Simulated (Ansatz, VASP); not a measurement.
CdTe: VASP beside Ansatz

```
CELL_PARAMETERS angstrom
0.00000 3.13830 3.13830
3.13830 0.00000 3.13830
3.13830 3.13830 0.00000
ATOMIC_POSITIONS crystal
Cd 0.00000 0.00000 0.00000
Te 0.25000 0.25000 0.25000
```

Change from the starting cell: volume scaled by 0.94, LAPW.

Alike in both runs: task single point; functional LDA; k mesh 12 × 12 × 12; occupations fermi-dirac, width 0.05 eV; no spin polarisation.

|  | VASP | Ansatz |
| --- | --- | --- |
| version | VASP 6.6.1 | Ansatz 0.2.0 |
| potentials or method | VASP PAW LDA potentials, release 64 (Cd, Te), cutoff 520 eV | all-electron LAPW, scalar-relativistic |

|  | VASP | Ansatz | Ansatz less VASP |
| --- | --- | --- | --- |
| pressure (GPa) | 3.7 | 3.4 | -0.33 |

LDA's correlation is that of Perdew and Zunger in VASP and of Perdew and Wang (1992) in Ansatz. Ansatz ran all-electron here, and VASP with PAW potentials.

Neither program's run includes spin-orbit coupling.
